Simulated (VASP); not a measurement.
# BiIr (F-43m) in VASP: further runs

BiIr is run at these levels: PBE; tasks: single point.

All numbers are computed with VASP 6.6.1; they aren't measurements. Logs are shortened: lines on timing, memory, paths and dates and some standing lists are left out, and cuts for length are marked.

### 1 The cell of the first run

Symmetry: F-43m, No. 216, cubic system. Conventional cell: a = 5.566 Å, b = 5.566 Å, c = 5.566 Å, α = 90.00°, β = 90.00°, γ = 90.00°. Within 3.2 Å of Ir (site symmetry -43m) lie 4 Bi at 2.41 Å. Within 3.2 Å of Bi (site symmetry -43m) lie 4 Ir at 2.41 Å.

### 2 Single point, PBE

Input file INCAR:

```
PREC     = Accurate       # precision mode
ENCUT    = 500            # plane-wave cutoff, eV
EDIFF    = 1E-6           # SCF threshold, eV
ISMEAR   = 0              # smearing method
SIGMA    = 0.05           # smearing width, eV
LREAL    = False          # projectors in reciprocal space
LASPH    = True           # aspherical terms in the spheres
NELM     = 120            # most SCF steps
ALGO     = Normal         # electronic algorithm
ISIF     = 2              # what is computed and relaxed
LWAVE    = False          # write WAVECAR
LCHARG   = False          # write CHGCAR
GGA      = PE             # functional
NBANDS   = 19             # bands
GGA_COMPAT= False
```

Input file KPOINTS:

```
regular mesh
0
Gamma
  10 10 10
```

Input file POSCAR:

```
BiIr
1.0
    0.0000000000      2.7832331309      2.7832331309
    2.7832331309      0.0000000000      2.7832331309
    2.7832331309      2.7832331309      0.0000000000
Ir Bi
1 1
Direct
    0.0000000000      0.0000000000      0.0000000000
    0.2500000000      0.2500000000      0.2500000000
```

Potentials or basis: VASP PAW PBE potentials, release 64 (Ir, Bi_d).

Launch:

```
$ cat potpaw_PBE.64/Ir/POTCAR potpaw_PBE.64/Bi_d/POTCAR > POTCAR
$ mpirun -np 1 vasp_std > vasp.out
```

OUTCAR:

```text
PREC = Accurate
   ENCUT = 500
   EDIFF = 1E-6
   ISMEAR = 0
   LREAL = False
   LASPH = True
   NELM = 120
   ISIF = 2
   GGA = PE

 ion  position               nearest neighbor table
   1  0.000  0.000  0.000-   2 2.41   2 2.41   2 2.41   2 2.41
   2  0.250  0.250  0.250-   1 2.41   1 2.41   1 2.41   1 2.41

  LATTYP: Found a face centered cubic cell.
 ALAT       =     5.5664662618

  Lattice vectors:

 A1 = (   0.0000000000,   2.7832331309,   2.7832331309)
 A2 = (   2.7832331309,   0.0000000000,   2.7832331309)
 A3 = (   2.7832331309,   2.7832331309,   0.0000000000)

Analysis of symmetry for initial positions (statically):
=====================================================================
 Subroutine PRICEL returns:
 Original cell was already a primitive cell.

 Routine SETGRP: Setting up the symmetry group for a
 face centered cubic supercell.

 Subroutine GETGRP returns: Found 24 space group operations
 (whereof 24 operations were pure point group operations)
 out of a pool of 48 trial point group operations.

The static configuration has the point symmetry T_d .

Analysis of symmetry for dynamics (positions and initial velocities):
=====================================================================
 Subroutine PRICEL returns:
 Original cell was already a primitive cell.

 Routine SETGRP: Setting up the symmetry group for a
 face centered cubic supercell.

 Subroutine GETGRP returns: Found 24 space group operations
 (whereof 24 operations were pure point group operations)
 out of a pool of 48 trial point group operations.

The dynamic configuration has the point symmetry T_d .

 Subroutine INISYM returns: Found 24 space group operations
 (whereof 24 operations are pure point group operations),
 and found     1 'primitive' translations

----------------------------------------------------------------------------------------

                                     Primitive cell

  volume of cell :      43.1200

  direct lattice vectors                    reciprocal lattice vectors
     0.000000000  2.783233131  2.783233131    -0.179647186  0.179647186  0.179647186
     2.783233131  0.000000000  2.783233131     0.179647186 -0.179647186  0.179647186
     2.783233131  2.783233131  0.000000000     0.179647186  0.179647186 -0.179647186

  length of vectors
     3.936086041  3.936086041  3.936086041     0.311158054  0.311158054  0.311158054

  position of ions in fractional coordinates (direct lattice)
     0.000000000  0.000000000  0.000000000
     0.250000000  0.250000000  0.250000000

  ion indices of the primitive-cell ions
   primitive index   ion index
                 1           1
                 2           2

----------------------------------------------------------------------------------------

 KPOINTS: regular mesh

Automatic generation of k-mesh.
 Grid dimensions read from file:
 generate k-points for:   10   10   10

 Generating k-lattice:

  Cartesian coordinates                     Fractional coordinates (reciprocal lattice)
    -0.017964719  0.017964719  0.017964719     0.100000000  0.000000000  0.000000000
     0.017964719 -0.017964719  0.017964719     0.000000000  0.100000000  0.000000000
     0.017964719  0.017964719 -0.017964719     0.000000000  0.000000000  0.100000000

  Length of vectors
     0.031115805  0.031115805  0.031115805

  Shift w.r.t. Gamma in fractional coordinates (k-lattice)
     0.000000000  0.000000000  0.000000000

 Subroutine IBZKPT returns following result:
 ===========================================

 Found     47 irreducible k-points:

 Following reciprocal coordinates:
            Coordinates               Weight
  0.000000  0.000000  0.000000      1.000000
  0.100000  0.000000  0.000000      8.000000
  0.200000  0.000000  0.000000      8.000000
  0.300000  0.000000  0.000000      8.000000
  0.400000  0.000000  0.000000      8.000000
  0.500000  0.000000  0.000000      4.000000
[... 16 lines left out ...]
  0.300000  0.300000  0.000000      6.000000
  0.400000  0.300000  0.000000     24.000000
 [... further k-points ...]
   k-points           NKPTS =     47   k-points in BZ     NKDIM =     47   number of bands    NBANDS=     19
   number of dos      NEDOS =    301   number of ions     NIONS =      2
   total plane-waves  NPLWV =  27000
   dimension x,y,z NGX =    30 NGY =   30 NGZ =   30
   dimension x,y,z NGXF=    60 NGYF=   60 NGZF=   60
   ions per type =               1   1
   NGX,Y,Z   is equivalent  to a cutoff of  12.67, 12.67, 12.67 a.u.
   NGXF,Y,Z  is equivalent  to a cutoff of  25.34, 25.34, 25.34 a.u.
 SYSTEM =  unknown system
   PREC   = accura    normal or accurate (medium, high low for compatibility)
   ISTART =      0    job   : 0-new  1-cont  2-samecut
   ICHARG =      2    charge: 1-file 2-atom 10-const
   ISPIN  =      1    spin polarized calculation?
   LNONCOLLINEAR =      F non collinear calculations
   LSORBIT =      F    spin-orbit coupling
   LASPH  =      T    aspherical Exc in radial PAW
   ENCUT  =  500.0 eV  36.75 Ry    6.06 a.u.   7.18  7.18  7.18*2*pi/ulx,y,z
   NELM   =    120;   NELMIN=  2; NELMDL= -5     # of ELM steps
   EDIFF  = 0.1E-05   stopping-criterion for ELM
   LREAL  =      F    real-space projection
   EDIFFG = 0.1E-04   stopping-criterion for IOM
   NSW    =      0    number of steps for IOM
   IBRION =     -1    ionic relax: 0-MD 1-quasi-New 2-CG
   NFREE  =      0    steps in history (QN), initial steepest desc. (CG)
   ISIF   =      2    stress and relaxation
   ISYM   =      2    0-nonsym 1-usesym 2-fastsym
   POTIM  = 0.5000    time-step for ionic-motion
   TEBEG  =    0.0;   TEEND  =   0.0 temperature during run
   PSTRESS=    0.0 pullay stress
   NELECT =      24.0000    total number of electrons
   NUPDOWN=      -1.0000    fix difference up-down
   EMIN   =  10.00;   EMAX   =-10.00  energy-range for DOS
   EFERMI =   0.00;   METHOD = LEGACY
   ISMEAR =     0;   SIGMA  =   0.05  broadening in eV -4-tet -1-fermi 0-gaus
   EFERMI_NEDOS =   21; number of points for ismear=-14 and -15
   IALGO  =     38    algorithm
   IMIX   =      4    mixing-type and parameters
     AMIX     =   0.40;   BMIX     =  1.00
     AMIX_MAG =   1.60;   BMIX_MAG =  1.00
  volume/ion in A,a.u.               =      21.56       145.49
  Fermi-wavevector in a.u.,A,eV,Ry     =   1.346643  2.544785 24.673432  1.813446
  Thomas-Fermi vector in A             =   2.474458
   LORBIT       =      0    0 simple, 1 ext, 2 COOP (PROOUT), +10 PAW based schemes
   GGA     = PE    functional components
   LHFCALC =     F    Hartree Fock is set to
   AEXX    =    0.0000 exact exchange contribution
   IVDW    =     0    specifies the selected vdW correction
   LEPSILON=     F    determine dielectric tensor
   LRPA    =     F    only Hartree local field effects (RPA)
 non-spin polarized calculation
 Gauss-broadening in eV      SIGMA  =   0.05
  energy-cutoff  :      500.00
  volume of cell :       43.12
 maximum number of plane-waves:      1109
 NGX is ok and might be reduce to    30
   NGX = 15   NGY = 15   NGZ = 15

 number of electron      24.0000006 magnetization

 Free energy of the ion-electron system (eV)
  ---------------------------------------------------
  ext. energy  EPLUGINS =         0.00000000
  ---------------------------------------------------
  free energy    TOTEN  =        -9.66330452 eV

  energy without entropy =       -9.66022907  energy(sigma->0) =       -9.66176680

 E-fermi :   8.8640     XC(G=0): -11.4262

 val. band max:        8.7248065833   @ k =   0.5000   0.4000   0.0000
 cond. band min:       8.8772089026   @ k =   0.5000   0.4000   0.1000
 fundamental gap:      0.1524023193
 Fermi energy:         8.8640237166

 k-point     1 :       0.0000    0.0000    0.0000
  band No.  band energies     occupation
      1     -14.2802      2.00000
      2     -14.2802      2.00000
      3     -14.2802      2.00000
      4     -14.1995      2.00000
      5     -14.1995      2.00000
      6      -5.0310      2.00000
[... 11 lines left out ...]
     18      16.6744      0.00000
     19      17.8422      0.00000

 k-point     2 :       0.1000    0.0000    0.0000
  band No.  band energies     occupation
      1     -14.2857      2.00000
      2     -14.2820      2.00000
      3     -14.2820      2.00000
      4     -14.1962      2.00000
      5     -14.1962      2.00000
      6      -4.9068      2.00000
[... 11 lines left out ...]
     18      17.1271      0.00000
     19      18.9001      0.00000

 k-point     3 :       0.2000    0.0000    0.0000
  band No.  band energies     occupation
      1     -14.3003      2.00000
      2     -14.2850      2.00000
      3     -14.2850      2.00000
      4     -14.1893      2.00000
      5     -14.1893      2.00000
      6      -4.5600      2.00000
[... 11 lines left out ...]
     18      17.7570      0.00000
     19      19.1978      0.00000

 k-point     4 :       0.3000    0.0000    0.0000
  band No.  band energies     occupation
      1     -14.3187      2.00000
      2     -14.2859      2.00000
      3     -14.2859      2.00000
      4     -14.1836      2.00000
      5     -14.1836      2.00000
      6      -4.0778      2.00000
[... 11 lines left out ...]
     18      18.2360      0.00000
     19      19.8384      0.00000

 k-point     5 :       0.4000    0.0000    0.0000
  band No.  band energies     occupation
      1     -14.3340      2.00000
      2     -14.2846      2.00000
      3     -14.2846      2.00000
      4     -14.1809      2.00000
      5     -14.1809      2.00000
      6      -3.6299      2.00000
[... 11 lines left out ...]
     18      18.4960      0.00000
     19      21.4844      0.00000

 k-point     6 :       0.5000    0.0000    0.0000
  band No.  band energies     occupation
      1     -14.3399      2.00000
      2     -14.2837      2.00000
      3     -14.2837      2.00000
      4     -14.1803      2.00000
      5     -14.1803      2.00000
      6      -3.4411      2.00000
[... 11 lines left out ...]
     18      18.5733      0.00000
     19      22.3119      0.00000

 k-point     7 :       0.1000    0.1000    0.0000
  band No.  band energies     occupation
      1     -14.2926      2.00000
      2     -14.2799      2.00000
      3     -14.2799      2.00000
      4     -14.1961      2.00000
      5     -14.1943      2.00000
      6      -4.8652      2.00000
[... 11 lines left out ...]
     18      17.7249      0.00000
     19      19.0369      0.00000

 k-point     8 :       0.2000    0.1000    0.0000
  band No.  band energies     occupation
      1     -14.3046      2.00000
      2     -14.2835      2.00000
      3     -14.2807      2.00000
      4     -14.1919      2.00000
      5     -14.1877      2.00000
      6      -4.5913      2.00000
[... 256 lines left out ...]
 k-point    20 :      -0.4000    0.2000    0.0000
  band No.  band energies     occupation
      1     -14.3324      2.00000
      2     -14.3039      2.00000
      3     -14.2877      2.00000
      4     -14.1805      2.00000
      5     -14.1680      2.00000
      6      -3.2136      2.00000
[... 11 lines left out ...]
     18      20.4453      0.00000
     19      21.6163      0.00000

 k-point    21 :      -0.3000    0.2000    0.0000
  band No.  band energies     occupation
      1     -14.3247      2.00000
      2     -14.2994      2.00000
      3     -14.2923      2.00000
      4     -14.1802      2.00000
      5     -14.1718      2.00000
      6      -3.4804      2.00000
[... 11 lines left out ...]
     18      19.6942      0.00000
     19      20.9844      0.00000

 k-point    22 :      -0.2000    0.2000    0.0000
  band No.  band energies     occupation
      1     -14.3165      2.00000
      2     -14.2937      2.00000
      3     -14.2906      2.00000
      4     -14.1822      2.00000
      5     -14.1779      2.00000
      6      -3.9088      2.00000
[... 11 lines left out ...]
     18      18.8781      0.00000
     19      20.0586      0.00000

 k-point    23 :       0.3000    0.3000    0.0000
  band No.  band energies     occupation
      1     -14.3460      2.00000
      2     -14.2786      2.00000
      3     -14.2786      2.00000
      4     -14.1966      2.00000
      5     -14.1639      2.00000
      6      -3.7374      2.00000
[... 11 lines left out ...]
     18      20.6240      0.00000
     19      21.1085      0.00000

 k-point    24 :       0.4000    0.3000    0.0000
  band No.  band energies     occupation
      1     -14.3529      2.00000
      2     -14.2842      2.00000
      3     -14.2790      2.00000
      4     -14.1959      2.00000
      5     -14.1576      2.00000
      6      -3.3701      2.00000
[... 11 lines left out ...]
     18      21.2367      0.00000
     19      22.6910      0.00000

 [... further k-points ...]

------------------------ aborting loop because EDIFF is reached ----------------------------------------

  FORCE on cell =-STRESS in cart. coord.  units (eV):
  Direction    XX          YY          ZZ          XY          YZ          ZX
  --------------------------------------------------------------------------------------
  -------------------------------------------------------------------------------------
  Total       13.9030337     13.9030337     13.9030337     -0.0000000     -0.0000000      0.0000000
  in kB      516.5845403    516.5845403    516.5845403     -0.0000000     -0.0000000      0.0000000
  external PRESSURE =     516.5845403 kB  Pullay stress =       0.0000000 kB

 VOLUME and BASIS-vectors are now :
 -----------------------------------------------------------------------------
  energy-cutoff  :      500.00
  volume of cell :       43.12
      direct lattice vectors                 reciprocal lattice vectors
     0.000000000  2.783233131  2.783233131    -0.179647186  0.179647186  0.179647186
     2.783233131  0.000000000  2.783233131     0.179647186 -0.179647186  0.179647186
     2.783233131  2.783233131  0.000000000     0.179647186  0.179647186 -0.179647186

 POSITION                                       TOTAL-FORCE (eV/Angst)
 -----------------------------------------------------------------------------------
      0.00000      0.00000      0.00000         0.000000      0.000000      0.000000
      1.39162      1.39162      1.39162        -0.000000     -0.000000     -0.000000
 -----------------------------------------------------------------------------------
    total drift:                                0.000000      0.000000      0.000000

  FREE ENERGIE OF THE ION-ELECTRON SYSTEM (eV)
  ---------------------------------------------------
  free  energy   TOTEN  =        -9.6633045218 eV

  energy  without entropy=       -9.6602290745  energy(sigma->0) =       -9.66176680
```

Run time: 17 s. Hardware: 1 thread of AMD EPYC 9R45 (Zen 5), shared host; peak memory 0.16 GiB.

Results:

```yaml
Free_energy: -9.6633 eV
Pressure: 51.7 GPa
Band_gap_on_the_k_mesh: zero (band 12 reaches 12.66 eV, above the bottom of band 13 at 7.96 eV)
```

Levels at points of the mesh, in eV from the Fermi level:
| k point | band 10 | band 11 | band 12 | band 13 | band 14 | band 15 |
| --- | --- | --- | --- | --- | --- | --- |
| (0.00, 0.00, 0.00) | -2.35 | -2.35 | 3.77 | 6.84 | 6.84 | 6.84 |
| (0.50, 0.00, 0.00) | -2.27 | -2.27 | -1.93 | 3.29 | 3.29 | 4.77 |
| (0.50, 0.50, 0.00) | -2.72 | -2.39 | -1.57 | -0.38 | -0.38 | 6.13 |

Caveat: spin-orbit coupling is left out, which moves the levels of the heavy elements.

(Part 1 of 2 ends here.)
